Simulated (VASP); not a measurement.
# CdS in VASP: further runs

The runs below take CdS through single point, with PBE.

Everything below comes from runs of VASP 6.6.1. Logs are shortened: lines on timing, memory, paths and dates and some standing lists are left out, and cuts for length are marked.

## (1) The cell of the first run

The structure is cubic, space group F-43m (No. 216). Conventional cell: a = 6.095 Å, b = 6.095 Å, c = 6.095 Å, α = 90.00°, β = 90.00°, γ = 90.00°. Cd (site symmetry -43m) has 4 S at 2.64 Å within 3.5 Å. Within 3.5 Å of S (site symmetry -43m) lie 4 Cd at 2.64 Å.

## (2) Single point, PBE (strained)

INCAR reads:

```
PREC = Accurate ; ENCUT = 520
EDIFF = 1E-7 ; ISMEAR = 0
SIGMA = 0.02 ; LREAL = False
LASPH = True ; NELM = 60
ALGO = Normal ; ISIF = 2
LWAVE = False ; LCHARG = True
GGA = PE ; LELF = True
LVHAR = True ; NBANDS = 16
```

KPOINTS reads:

```
Automatic mesh
0
Gamma
  8 8 8
```

POSCAR reads:

```
CdS
1.0
    0.0000000000      3.0472938000      3.0472938000
    3.0472938000      0.0000000000      3.0472938000
    3.0472938000      3.0472938000      0.0000000000
Cd S
1 1
Direct
    0.0000000000      0.0000000000      0.0000000000
    0.7500000000      0.7500000000      0.7500000000
```

Potentials or basis: VASP PAW PBE potentials, release 64 (Cd, S).

Run with:

```
> cat potpaw_PBE.64/Cd/POTCAR potpaw_PBE.64/S/POTCAR > POTCAR
> mpirun -np 1 vasp_std > vasp.out
```

OUTCAR:

```text
PREC = Accurate
   ENCUT = 520
   EDIFF = 1E-7
   ISMEAR = 0
   LREAL = False
   LASPH = True
   NELM = 60
   ISIF = 2
   GGA = PE

 ion  position               nearest neighbor table
   1  0.000  0.000  0.000-   2 2.64   2 2.64   2 2.64   2 2.64
   2  0.750  0.750  0.750-   1 2.64   1 2.64   1 2.64   1 2.64

  LATTYP: Found a face centered cubic cell.
 ALAT       =     6.0945876000

  Lattice vectors:

 A1 = (   0.0000000000,   3.0472938000,   3.0472938000)
 A2 = (   3.0472938000,   0.0000000000,   3.0472938000)
 A3 = (   3.0472938000,   3.0472938000,   0.0000000000)

Analysis of symmetry for initial positions (statically):
=====================================================================
 Subroutine PRICEL returns:
 Original cell was already a primitive cell.

 Routine SETGRP: Setting up the symmetry group for a
 face centered cubic supercell.

 Subroutine GETGRP returns: Found 24 space group operations
 (whereof 24 operations were pure point group operations)
 out of a pool of 48 trial point group operations.

The static configuration has the point symmetry T_d .

Analysis of symmetry for dynamics (positions and initial velocities):
=====================================================================
 Subroutine PRICEL returns:
 Original cell was already a primitive cell.

 Routine SETGRP: Setting up the symmetry group for a
 face centered cubic supercell.

 Subroutine GETGRP returns: Found 24 space group operations
 (whereof 24 operations were pure point group operations)
 out of a pool of 48 trial point group operations.

The dynamic configuration has the point symmetry T_d .

 Subroutine INISYM returns: Found 24 space group operations
 (whereof 24 operations are pure point group operations),
 and found     1 'primitive' translations

----------------------------------------------------------------------------------------

                                     Primitive cell

  volume of cell :      56.5943

  direct lattice vectors                    reciprocal lattice vectors
     0.000000000  3.047293800  3.047293800    -0.164080011  0.164080011  0.164080011
     3.047293800  0.000000000  3.047293800     0.164080011 -0.164080011  0.164080011
     3.047293800  3.047293800  0.000000000     0.164080011  0.164080011 -0.164080011

  length of vectors
     4.309524220  4.309524220  4.309524220     0.284194915  0.284194915  0.284194915

  position of ions in fractional coordinates (direct lattice)
     0.000000000  0.000000000  0.000000000
     0.750000000  0.750000000  0.750000000

  ion indices of the primitive-cell ions
   primitive index   ion index
                 1           1
                 2           2

----------------------------------------------------------------------------------------

 KPOINTS: Automatic mesh

Automatic generation of k-mesh.
 Grid dimensions read from file:
 generate k-points for:    8    8    8

 Generating k-lattice:

  Cartesian coordinates                     Fractional coordinates (reciprocal lattice)
    -0.020510001  0.020510001  0.020510001     0.125000000  0.000000000  0.000000000
     0.020510001 -0.020510001  0.020510001     0.000000000  0.125000000  0.000000000
     0.020510001  0.020510001 -0.020510001     0.000000000  0.000000000  0.125000000

  Length of vectors
     0.035524364  0.035524364  0.035524364

  Shift w.r.t. Gamma in fractional coordinates (k-lattice)
     0.000000000  0.000000000  0.000000000

 Subroutine IBZKPT returns following result:
 ===========================================

 Found     29 irreducible k-points:

 Following reciprocal coordinates:
            Coordinates               Weight
  0.000000  0.000000  0.000000      1.000000
  0.125000  0.000000  0.000000      8.000000
  0.250000  0.000000  0.000000      8.000000
  0.375000  0.000000  0.000000      8.000000
  0.500000  0.000000  0.000000      4.000000
  0.125000  0.125000  0.000000      6.000000
[... 16 lines left out ...]
  0.500000  0.250000  0.125000     48.000000
 -0.375000  0.250000  0.125000     24.000000
 [... further k-points ...]
   k-points           NKPTS =     29   k-points in BZ     NKDIM =     29   number of bands    NBANDS=     16
   number of dos      NEDOS =    301   number of ions     NIONS =      2
   total plane-waves  NPLWV =  32768
   dimension x,y,z NGX =    32 NGY =   32 NGZ =   32
   dimension x,y,z NGXF=    64 NGYF=   64 NGZF=   64
   ions per type =               1   1
   NGX,Y,Z   is equivalent  to a cutoff of  12.34, 12.34, 12.34 a.u.
   NGXF,Y,Z  is equivalent  to a cutoff of  24.69, 24.69, 24.69 a.u.
 SYSTEM =  unknown system
   PREC   = accura    normal or accurate (medium, high low for compatibility)
   ISTART =      0    job   : 0-new  1-cont  2-samecut
   ICHARG =      2    charge: 1-file 2-atom 10-const
   ISPIN  =      1    spin polarized calculation?
   LNONCOLLINEAR =      F non collinear calculations
   LSORBIT =      F    spin-orbit coupling
   LASPH  =      T    aspherical Exc in radial PAW
   ENCUT  =  520.0 eV  38.22 Ry    6.18 a.u.   8.01  8.01  8.01*2*pi/ulx,y,z
   NELM   =     60;   NELMIN=  2; NELMDL= -5     # of ELM steps
   EDIFF  = 0.1E-06   stopping-criterion for ELM
   LREAL  =      F    real-space projection
   EDIFFG = 0.1E-05   stopping-criterion for IOM
   NSW    =      0    number of steps for IOM
   IBRION =     -1    ionic relax: 0-MD 1-quasi-New 2-CG
   NFREE  =      0    steps in history (QN), initial steepest desc. (CG)
   ISIF   =      2    stress and relaxation
   ISYM   =      2    0-nonsym 1-usesym 2-fastsym
   POTIM  = 0.5000    time-step for ionic-motion
   TEBEG  =    0.0;   TEEND  =   0.0 temperature during run
   PSTRESS=    0.0 pullay stress
   NELECT =      18.0000    total number of electrons
   NUPDOWN=      -1.0000    fix difference up-down
   EMIN   =  10.00;   EMAX   =-10.00  energy-range for DOS
   EFERMI =   0.00;   METHOD = LEGACY
   ISMEAR =     0;   SIGMA  =   0.02  broadening in eV -4-tet -1-fermi 0-gaus
   EFERMI_NEDOS =   21; number of points for ismear=-14 and -15
   IALGO  =     38    algorithm
   IMIX   =      4    mixing-type and parameters
     AMIX     =   0.40;   BMIX     =  1.00
     AMIX_MAG =   1.60;   BMIX_MAG =  1.00
  volume/ion in A,a.u.               =      28.30       190.96
  Fermi-wavevector in a.u.,A,eV,Ry     =   1.117484  2.111739 16.990556  1.248771
  Thomas-Fermi vector in A             =   2.254107
   LORBIT       =      0    0 simple, 1 ext, 2 COOP (PROOUT), +10 PAW based schemes
   GGA     = PE    functional components
   LHFCALC =     F    Hartree Fock is set to
   AEXX    =    0.0000 exact exchange contribution
   IVDW    =     0    specifies the selected vdW correction
   LEPSILON=     F    determine dielectric tensor
   LRPA    =     F    only Hartree local field effects (RPA)
 non-spin polarized calculation
 Gauss-broadening in eV      SIGMA  =   0.02
  energy-cutoff  :      520.00
  volume of cell :       56.59
 maximum number of plane-waves:      1540
   NGX = 17   NGY = 17   NGZ = 17

 number of electron      18.0000004 magnetization

 Free energy of the ion-electron system (eV)
  ---------------------------------------------------
  ext. energy  EPLUGINS =         0.00000000
  ---------------------------------------------------
  free energy    TOTEN  =        -6.09796442 eV

  energy without entropy =       -6.09796442  energy(sigma->0) =       -6.09796442

 E-fermi :   0.3844     XC(G=0):  -8.5486

 val. band max:        0.2836597258   @ k =   0.0000   0.0000   0.0000
 cond. band min:       1.1353614502   @ k =   0.0000   0.0000   0.0000
 fundamental gap:      0.8517017243
 Fermi energy:         0.3844322993

 k-point     1 :       0.0000    0.0000    0.0000
  band No.  band energies     occupation
      1     -11.3701      2.00000
      2      -7.0712      2.00000
      3      -7.0712      2.00000
      4      -7.0712      2.00000
      5      -6.7494      2.00000
      6      -6.7494      2.00000
[... 8 lines left out ...]
     15      11.5428      0.00000
     16      11.5428      0.00000

 k-point     2 :       0.1250    0.0000    0.0000
  band No.  band energies     occupation
      1     -11.3243      2.00000
      2      -7.0556      2.00000
      3      -7.0556      2.00000
      4      -7.0241      2.00000
      5      -6.7498      2.00000
      6      -6.7498      2.00000
[... 8 lines left out ...]
     15      10.9959      0.00000
     16      11.6607      0.00000

 k-point     3 :       0.2500    0.0000    0.0000
  band No.  band energies     occupation
      1     -11.2134      2.00000
      2      -7.0220      2.00000
      3      -7.0220      2.00000
      4      -6.8698      2.00000
      5      -6.7459      2.00000
      6      -6.7459      2.00000
[... 8 lines left out ...]
     15      10.7677      0.00000
     16      11.2663      0.00000

 k-point     4 :       0.3750    0.0000    0.0000
  band No.  band energies     occupation
      1     -11.1028      2.00000
      2      -6.9960      2.00000
      3      -6.9960      2.00000
      4      -6.7326      2.00000
      5      -6.7326      2.00000
      6      -6.6237      2.00000
[... 8 lines left out ...]
     15      11.5171      0.00000
     16      11.5171      0.00000
[... 324 lines left out ...]
 k-point    22 :       0.3750    0.2500    0.1250
  band No.  band energies     occupation
      1     -11.1321      2.00000
      2      -6.9838      2.00000
      3      -6.9672      2.00000
      4      -6.8307      2.00000
      5      -6.7367      2.00000
      6      -6.6976      2.00000
[... 8 lines left out ...]
     15      11.9882      0.00000
     16      13.5585      0.00000

 k-point    23 :       0.5000    0.2500    0.1250
  band No.  band energies     occupation
      1     -11.0450      2.00000
      2      -6.9600      2.00000
      3      -6.9427      2.00000
      4      -6.7848      2.00000
      5      -6.7256      2.00000
      6      -6.5150      2.00000
[... 8 lines left out ...]
     15      12.4959      0.00000
     16      13.0372      0.00000

 k-point    24 :      -0.3750    0.2500    0.1250
  band No.  band energies     occupation
      1     -11.0093      2.00000
      2      -6.9562      2.00000
      3      -6.9318      2.00000
      4      -6.7628      2.00000
      5      -6.7302      2.00000
      6      -6.3937      2.00000
[... 8 lines left out ...]
     15      12.1986      0.00000
     16      13.0148      0.00000

 [... further k-points ...]
[... 5 lines left out ...]
  --------------------------------------------------------------------------------------
  -------------------------------------------------------------------------------------
  Total       -1.2335179     -1.2335179     -1.2335179      0.0000000      0.0000000     -0.0000000
  in kB      -34.9207086    -34.9207086    -34.9207086      0.0000000      0.0000000     -0.0000000
  external PRESSURE =     -34.9207086 kB  Pullay stress =       0.0000000 kB

 VOLUME and BASIS-vectors are now :
 -----------------------------------------------------------------------------
  energy-cutoff  :      520.00
  volume of cell :       56.59
      direct lattice vectors                 reciprocal lattice vectors
     0.000000000  3.047293800  3.047293800    -0.164080011  0.164080011  0.164080011
     3.047293800  0.000000000  3.047293800     0.164080011 -0.164080011  0.164080011
     3.047293800  3.047293800  0.000000000     0.164080011  0.164080011 -0.164080011

 POSITION                                       TOTAL-FORCE (eV/Angst)
 -----------------------------------------------------------------------------------
      0.00000      0.00000      0.00000        -0.000000     -0.000000     -0.000000
      4.57094      4.57094      4.57094         0.000000      0.000000      0.000000
 -----------------------------------------------------------------------------------
    total drift:                                0.000000      0.000000      0.000000

  FREE ENERGIE OF THE ION-ELECTRON SYSTEM (eV)
  ---------------------------------------------------
  free  energy   TOTEN  =        -6.0979644220 eV

  energy  without entropy=       -6.0979644220  energy(sigma->0) =       -6.09796442
```

Run time: 15 s. Hardware: 1 thread of Intel Xeon 6975P-C, shared host; peak memory 0.18 GiB.

Results:

```
Free energy            : -6.0980 eV
Pressure               : -3.5 GPa
Band gap on the k mesh : 0.85 eV, direct
```

Caveat: the cell differs from its parent crystal (strained).

## (3) Single point, PBE (strained and its atoms moved)

INCAR reads:

```
SYSTEM = CdS
ALGO = Normal
EDIFF = 1E-6
ENCUT = 520
GGA = PE
ISIF = 2
ISMEAR = 0
LASPH = .True.
LCHARG = .False.
LREAL = .False.
LWAVE = .False.
NBANDS = 16
NELM = 80
PREC = Accurate
SIGMA = 0.02
```

KPOINTS reads:

```
k-points
0
Gamma
  8 8 8
  0 0 0
```

POSCAR reads:

```
CdS
1.0
    0.0291000000      2.8204302000      2.8160652000
    2.8099542000      0.0000000000      2.8451652000
    2.7808542000      2.8204302000      0.0291000000
Cd S
1 1
Direct
   -0.0051546392      0.0051546392     -0.0051546392
    0.7551546392      0.7448453608      0.7551546392
```

Potentials or basis: VASP PAW PBE potentials, release 64 (Cd, S).

Run with:

```
> cat potpaw_PBE.64/Cd/POTCAR potpaw_PBE.64/S/POTCAR > POTCAR
> mpirun -np 1 vasp_std > vasp.out
```

It took 78 s on 1 thread of Intel Xeon 6975P-C, shared host; peak memory 0.25 GiB.

The run converged. Its results:

```
Free energy            : -5.8527 eV
Pressure               : 13.3 GPa
Largest force          : 0.197 eV/Å
Band gap on the k mesh : 1.34 eV, direct
```

Forces in eV/Å, atoms in the order of the input:
```
Cd   0.000  0.197  0.000
S    0.000 -0.197  0.000
```

Stress tensor (GPa, compression positive):
```
13.37  0.00  0.87
 0.00 13.21  0.00
 0.87  0.00 13.32
```

Levels at points of the mesh, in eV from the valence-band top:
| k point | band 5 | band 6 | band 7 | band 8 | band 9 | band 10 | band 11 | band 12 | band 13 | band 14 |
| --- | --- | --- | --- | --- | --- | --- | --- | --- | --- | --- |
| (0.00, 0.00, 0.00) | -7.64 | -7.63 | -0.09 | -0.07 | 0.00 | 1.34 | 6.31 | 6.44 | 6.59 | 11.47 |
| (0.50, 0.00, 0.00) | -7.57 | -7.12 | -5.15 | -1.05 | -0.92 | 3.02 | 6.73 | 6.96 | 7.76 | 11.43 |
| (0.00, 0.50, 0.00) | -7.58 | -7.18 | -5.29 | -1.08 | -0.88 | 3.21 | 6.96 | 7.07 | 7.73 | 11.42 |
| (0.50, 0.50, 0.00) | -7.52 | -7.09 | -4.56 | -2.37 | -2.34 | 3.29 | 4.41 | 9.66 | 11.33 | 11.53 |
| (0.50, 0.00, 0.50) | -7.52 | -7.09 | -4.58 | -2.44 | -2.25 | 3.25 | 4.48 | 9.66 | 11.37 | 11.52 |
| (0.00, 0.50, 0.50) | -7.51 | -7.05 | -4.48 | -2.41 | -2.41 | 3.23 | 4.30 | 9.81 | 11.36 | 11.43 |

Caveat: the cell differs from its parent crystal (strained and its atoms moved).
